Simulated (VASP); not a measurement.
# Sn (Immm) in VASP: a series of runs

Sn is run at these levels: r2SCAN, LDA; tasks: single point.

All numbers are computed with VASP 6.6.1; they aren't measurements. Logs are shortened: lines on timing, memory, paths and dates and some standing lists are left out, and cuts for length are marked.

**1. The cell of the first run**

It takes space group Immm (No. 71, orthorhombic). Conventional cell: a = 3.499 Å, b = 3.598 Å, c = 4.738 Å, α = 90.00°, β = 90.00°, γ = 90.00°. Sn (site symmetry mmm) has 12 Sn at 3.45 to 3.60 Å within 4.5 Å.

**2. Single point, r2SCAN**

Input file POSCAR:

```
Sn
1.0
   -1.7492592239      1.7989121400      2.3691131866
    1.7492592239     -1.7989121400      2.3691131866
    1.7492592239      1.7989121400     -2.3691131866
Sn
1
Direct
    0.0000000000      0.0000000000      0.0000000000
```

Input file INCAR.step1:

```
SYSTEM = Sn
ALGO = Normal
EDIFF = 1E-4
ENCUT = 520
GGA = PE
ISMEAR = -1
LASPH = .True.
LCHARG = .False.
LREAL = .False.
LWAVE = .True.
NBANDS = 13
NELM = 100
PREC = Accurate
SIGMA = 0.05
```

Input file INCAR.step2:

```
SYSTEM = Sn
ALGO = Normal
EDIFF = 1E-6
ENCUT = 520
ISIF = 2
ISMEAR = -1
ISTART = 1
LASPH = .True.
LCHARG = .True.
LELF = .True.
LMIXTAU = .True.
LREAL = .False.
LVHAR = .True.
LWAVE = .False.
METAGGA = R2SCAN
NBANDS = 13
NELM = 100
PREC = Accurate
SIGMA = 0.05
```

Input file KPOINTS:

```
k-points
0
Gamma
  11 11 11
  0 0 0
```

Potentials or basis: VASP PAW PBE potentials, release 64 (Sn_d).

Started as:

```console
cat potpaw_PBE.64/Sn_d/POTCAR > POTCAR
cp INCAR.step1 INCAR
mpirun -np 1 vasp_std > vasp.out
cp INCAR.step2 INCAR
mpirun -np 1 vasp_std > vasp.out
```

OUTCAR:

```text
SYSTEM = Sn
   EDIFF = 1E-6
   ENCUT = 520
   ISIF = 2
   ISMEAR = -1
   ISTART = 1
   LASPH = .True.
   LREAL = .False.
   METAGGA = R2SCAN
   NELM = 100
   PREC = Accurate

 ion  position               nearest neighbor table
   1  0.000  0.000  0.000-

  LATTYP: Found a body centered orthorhombic cell.
 ALAT       =     3.4985184478
 B/A-ratio  =     1.0283851103
 C/A-ratio  =     1.3543522619

  Lattice vectors:

 A1 = (  -1.7492592239,   1.7989121400,   2.3691131866)
 A2 = (   1.7492592239,  -1.7989121400,   2.3691131866)
 A3 = (   1.7492592239,   1.7989121400,  -2.3691131866)

Analysis of symmetry for initial positions (statically):
=====================================================================
 Subroutine PRICEL returns:
 Original cell was already a primitive cell.

 Routine SETGRP: Setting up the symmetry group for a
 body centered orthorhombic supercell.

 Subroutine GETGRP returns: Found  8 space group operations
 (whereof  8 operations were pure point group operations)
 out of a pool of  8 trial point group operations.

The static configuration has the point symmetry D_2h.

Analysis of symmetry for dynamics (positions and initial velocities):
=====================================================================
 Subroutine PRICEL returns:
 Original cell was already a primitive cell.

 Routine SETGRP: Setting up the symmetry group for a
 body centered orthorhombic supercell.

 Subroutine GETGRP returns: Found  8 space group operations
 (whereof  8 operations were pure point group operations)
 out of a pool of  8 trial point group operations.

The dynamic configuration has the point symmetry D_2h.

 Subroutine INISYM returns: Found  8 space group operations
 (whereof  8 operations are pure point group operations),
 and found     1 'primitive' translations

----------------------------------------------------------------------------------------

                                     Primitive cell

  volume of cell :      29.8202

  direct lattice vectors                    reciprocal lattice vectors
    -1.749259224  1.798912140  2.369113187     0.000000000  0.277945759  0.211049435
     1.749259224 -1.798912140  2.369113187     0.285835280  0.000000000  0.211049435
     1.749259224  1.798912140 -2.369113187     0.285835280  0.277945759  0.000000000

  length of vectors
     3.450896986  3.450896986  3.450896986     0.348992420  0.355307854  0.398692428

  position of ions in fractional coordinates (direct lattice)
     0.000000000  0.000000000  0.000000000

  ion indices of the primitive-cell ions
   primitive index   ion index
                 1           1

----------------------------------------------------------------------------------------

 KPOINTS: k-points

Automatic generation of k-mesh.
 Grid dimensions read from file:
 generate k-points for:   11   11   11

 Generating k-lattice:

  Cartesian coordinates                     Fractional coordinates (reciprocal lattice)
     0.000000000  0.025267796  0.019186312     0.090909091  0.000000000  0.000000000
     0.025985025  0.000000000  0.019186312     0.000000000  0.090909091  0.000000000
     0.025985025  0.025267796  0.000000000     0.000000000  0.000000000  0.090909091

  Length of vectors
     0.031726584  0.032300714  0.036244766

  Shift w.r.t. Gamma in fractional coordinates (k-lattice)
     0.000000000  0.000000000  0.000000000

 Subroutine IBZKPT returns following result:
 ===========================================

 Found    216 irreducible k-points:

 Following reciprocal coordinates:
            Coordinates               Weight
  0.000000  0.000000  0.000000      1.000000
  0.090909 -0.000000  0.000000      4.000000
  0.181818  0.000000  0.000000      4.000000
  0.272727  0.000000  0.000000      4.000000
  0.363636 -0.000000  0.000000      4.000000
  0.454545 -0.000000  0.000000      4.000000
[... 16 lines left out ...]
  0.454545  0.181818  0.000000      8.000000
 -0.454545  0.181818 -0.000000      8.000000
 [... further k-points ...]
   k-points           NKPTS =    216   k-points in BZ     NKDIM =    216   number of bands    NBANDS=     13
   number of dos      NEDOS =    301   number of ions     NIONS =      1
   total plane-waves  NPLWV =  21952
   dimension x,y,z NGX =    28 NGY =   28 NGZ =   28
   dimension x,y,z NGXF=    56 NGYF=   56 NGZF=   56
   ions per type =               1
   NGX,Y,Z   is equivalent  to a cutoff of  13.49, 13.49, 13.49 a.u.
   NGXF,Y,Z  is equivalent  to a cutoff of  26.98, 26.98, 26.98 a.u.
 SYSTEM =  Sn
   PREC   = accura    normal or accurate (medium, high low for compatibility)
   ISTART =      1    job   : 0-new  1-cont  2-samecut
   ICHARG =      0    charge: 1-file 2-atom 10-const
   ISPIN  =      1    spin polarized calculation?
   LNONCOLLINEAR =      F non collinear calculations
   LSORBIT =      F    spin-orbit coupling
   LASPH  =      T    aspherical Exc in radial PAW
   ENCUT  =  520.0 eV  38.22 Ry    6.18 a.u.   6.42  6.42  6.42*2*pi/ulx,y,z
   NELM   =    100;   NELMIN=  2; NELMDL=  0     # of ELM steps
   EDIFF  = 0.1E-05   stopping-criterion for ELM
   LREAL  =      F    real-space projection
   EDIFFG = 0.1E-04   stopping-criterion for IOM
   NSW    =      0    number of steps for IOM
   IBRION =     -1    ionic relax: 0-MD 1-quasi-New 2-CG
   NFREE  =      0    steps in history (QN), initial steepest desc. (CG)
   ISIF   =      2    stress and relaxation
   ISYM   =      2    0-nonsym 1-usesym 2-fastsym
   POTIM  = 0.5000    time-step for ionic-motion
   TEBEG  =    0.0;   TEEND  =   0.0 temperature during run
   PSTRESS=    0.0 pullay stress
   NELECT =      14.0000    total number of electrons
   NUPDOWN=      -1.0000    fix difference up-down
   EMIN   =  10.00;   EMAX   =-10.00  energy-range for DOS
   EFERMI =   0.00;   METHOD = LEGACY
   ISMEAR =    -1;   SIGMA  =   0.05  broadening in eV -4-tet -1-fermi 0-gaus
   EFERMI_NEDOS =   21; number of points for ismear=-14 and -15
   IALGO  =     38    algorithm
   IMIX   =      4    mixing-type and parameters
     AMIX     =   0.40;   BMIX     =  1.00
     AMIX_MAG =   1.60;   BMIX_MAG =  1.00
  volume/ion in A,a.u.               =      29.82       201.24
  Fermi-wavevector in a.u.,A,eV,Ry     =   1.272372  2.404435 22.026897  1.618931
  Thomas-Fermi vector in A             =   2.405254
   LORBIT       =      0    0 simple, 1 ext, 2 COOP (PROOUT), +10 PAW based schemes
   METAGGA = R2SCAN    functional components
   LHFCALC =     F    Hartree Fock is set to
   AEXX    =    0.0000 exact exchange contribution
   IVDW    =     0    specifies the selected vdW correction
   LEPSILON=     F    determine dielectric tensor
   LRPA    =     F    only Hartree local field effects (RPA)
 non-spin polarized calculation
  energy-cutoff  :      520.00
  volume of cell :       29.82
 maximum number of plane-waves:       824
 NGX is ok and might be reduce to    28
   NGX = 13   NGY = 13   NGZ = 13

 number of electron      14.0000002 magnetization

 Free energy of the ion-electron system (eV)
  ---------------------------------------------------
  ext. energy  EPLUGINS =         0.00000000
  ---------------------------------------------------
  free energy    TOTEN  =       -24.47917283 eV

  energy without entropy =      -24.47576099  energy(sigma->0) =      -24.47746691

 E-fermi :   7.0111     XC(G=0): -10.7845

 val. band max:        6.9858401288   @ k =   0.1818   0.1818   0.1818
 cond. band min:       7.0293345231   @ k =  -0.1818   0.3636   0.0000
 fundamental gap:      0.0434943943
 Fermi energy:         7.0111239586

 k-point     1 :       0.0000    0.0000    0.0000
  band No.  band energies     occupation
      1     -15.2431      2.00000
      2     -15.2278      2.00000
      3     -15.2115      2.00000
      4     -15.1852      2.00000
      5     -15.1476      2.00000
      6      -4.0427      2.00000
      7      14.1546      0.00000
      8      14.3022      0.00000
      9      14.7138      0.00000
     10      18.2534      0.00000
     11      18.4000      0.00000
     12      19.0256      0.00000
     13      19.0905      0.00000

 k-point     2 :       0.0909   -0.0000    0.0000
  band No.  band energies     occupation
      1     -15.2394      2.00000
      2     -15.2226      2.00000
      3     -15.2102      2.00000
      4     -15.1834      2.00000
      5     -15.1485      2.00000
      6      -3.8792      2.00000
      7      12.5949      0.00000
      8      14.1004      0.00000
      9      14.3983      0.00000
     10      17.4652      0.00000
     11      19.0835      0.00000
     12      19.5006      0.00000
     13      20.7219      0.00000

 k-point     3 :       0.1818    0.0000    0.0000
  band No.  band energies     occupation
      1     -15.2321      2.00000
      2     -15.2167      2.00000
      3     -15.2070      2.00000
      4     -15.1704      2.00000
      5     -15.1481      2.00000
      6      -3.3894      2.00000
      7       9.8419      0.00000
      8      13.7443      0.00000
      9      13.7816      0.00000
     10      17.0929      0.00000
     11      19.5094      0.00000
     12      19.6050      0.00000
     13      20.5837      0.00000

 k-point     4 :       0.2727    0.0000    0.0000
  band No.  band energies     occupation
      1     -15.2275      2.00000
      2     -15.2198      2.00000
      3     -15.2057      2.00000
      4     -15.1423      2.00000
      5     -15.1403      2.00000
      6      -2.5798      2.00000
      7       7.1415      0.13736
      8      13.0986      0.00000
      9      13.4644      0.00000
     10      16.9148      0.00000
     11      18.6325      0.00000
     12      18.8569      0.00000
     13      20.4025      0.00000

 k-point     5 :       0.3636   -0.0000    0.0000
  band No.  band energies     occupation
      1     -15.2268      2.00000
      2     -15.2257      2.00000
      3     -15.2081      2.00000
      4     -15.1266      2.00000
      5     -15.1132      2.00000
      6      -1.4848      2.00000
      7       4.7395      2.00000
      8      12.6148      0.00000
      9      13.2355      0.00000
     10      16.9092      0.00000
     11      17.9529      0.00000
     12      18.1607      0.00000
     13      19.3504      0.00000
[... 257 lines left out ...]
 k-point    22 :       0.3636    0.1818    0.0000
  band No.  band energies     occupation
      1     -15.2316      2.00000
      2     -15.2031      2.00000
      3     -15.1837      2.00000
      4     -15.1311      2.00000
      5     -15.1163      2.00000
      6      -0.0528      2.00000
      7       3.9026      2.00000
      8       8.5846      0.00000
      9      12.1466      0.00000
     10      15.7218      0.00000
     11      19.4858      0.00000
     12      20.4656      0.00000
     13      22.7627      0.00000

 k-point    23 :       0.4545    0.1818    0.0000
  band No.  band energies     occupation
      1     -15.2379      2.00000
      2     -15.2004      2.00000
      3     -15.1826      2.00000
      4     -15.1339      2.00000
      5     -15.1061      2.00000
      6       0.4125      2.00000
      7       3.2570      2.00000
      8       8.8965      0.00000
      9      11.5600      0.00000
     10      15.1070      0.00000
     11      19.7771      0.00000
     12      21.0559      0.00000
     13      22.9274      0.00000

 k-point    24 :      -0.4545    0.1818   -0.0000
  band No.  band energies     occupation
      1     -15.2430      2.00000
      2     -15.2056      2.00000
      3     -15.1787      2.00000
      4     -15.1420      2.00000
      5     -15.1043      2.00000
      6      -0.5893      2.00000
      7       4.7076      2.00000
      8       9.5179      0.00000
      9      11.2427      0.00000
     10      14.8164      0.00000
     11      19.8397      0.00000
     12      20.9373      0.00000
     13      22.2970      0.00000

 [... further k-points ...]
[... 5 lines left out ...]
  --------------------------------------------------------------------------------------
  -------------------------------------------------------------------------------------
  Total       -0.5935243     -0.8534385     -0.6323294      0.0000000      0.0000000      0.0000000
  in kB      -31.8888716    -45.8535438    -33.9737938      0.0000000      0.0000000      0.0000000
  external PRESSURE =     -37.2387364 kB  Pullay stress =       0.0000000 kB

 VOLUME and BASIS-vectors are now :
 -----------------------------------------------------------------------------
  energy-cutoff  :      520.00
  volume of cell :       29.82
      direct lattice vectors                 reciprocal lattice vectors
    -1.749259224  1.798912140  2.369113187     0.000000000  0.277945759  0.211049435
     1.749259224 -1.798912140  2.369113187     0.285835280  0.000000000  0.211049435
     1.749259224  1.798912140 -2.369113187     0.285835280  0.277945759  0.000000000

 POSITION                                       TOTAL-FORCE (eV/Angst)
 -----------------------------------------------------------------------------------
      0.00000      0.00000      0.00000        -0.000000      0.000000      0.000000
 -----------------------------------------------------------------------------------
    total drift:                               -0.000000      0.000000      0.000000

  FREE ENERGIE OF THE ION-ELECTRON SYSTEM (eV)
  ---------------------------------------------------
  free  energy   TOTEN  =       -24.4791728325 eV

  energy  without entropy=      -24.4757609852  energy(sigma->0) =      -24.47746691
```

Wall time 3.4 min (1 thread of AMD EPYC 9R45 (Zen 5), shared host); peak memory 0.19 GiB.

Results:

```yaml
Free_energy: -24.4792 eV
Pressure: -3.7 GPa
Band_gap_on_the_k_mesh: zero (band 7 reaches 14.15 eV, above the bottom of band 8 at 5.26 eV)
```

Stress tensor (GPa, compression positive):
```
-3.19  0.00  0.00
 0.00 -4.59  0.00
 0.00  0.00 -3.40
```

Caveat: the PAW data sets were made with another functional, which shifts forces and pressure a little; spin-orbit coupling is left out, which moves the levels of the heavy elements.

(Continued in part 2 of 2.)
